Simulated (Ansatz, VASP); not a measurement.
Ag in VASP and in Ansatz

```
CELL_PARAMETERS angstrom
0.00000 2.10439 2.10439
2.10439 0.00000 2.10439
2.10439 2.10439 0.00000
ATOMIC_POSITIONS crystal
Ag 0.00000 0.00000 0.00000
```

Change from the starting cell: strain +0.030 along x and y, +0.030 along z, atoms carried along.

Alike in both runs: task single point; functional PBEsol; k mesh 20 × 20 × 20; occupations gaussian, width 0.15 eV; no spin polarisation.

|  | VASP | Ansatz |
| --- | --- | --- |
| version | VASP 6.6.1 | Ansatz 0.2.0 |
| potentials or method | VASP PAW PBE potentials, release 64 (Ag), cutoff 520 eV | scalar-relativistic, plane waves, PAW |
| valence electrons in the cell | 11 | 19 |

```csv
,VASP,Ansatz,Ansatz less VASP
gap on the k mesh at the Fermi level (eV),none,none,-
pressure (GPa),-9.8,-9.7,+0.09
```

VASP's potentials were made for PBE, not for PBEsol. A gap of «none» marks a metal or a gap that the smearing closes. With one functional, cell and mesh, what is left measures potentials, basis and numerics. VASP's potentials hold 11 valence electrons a cell and Ansatz's 19, so a difference there can come from the potentials and not from the codes.
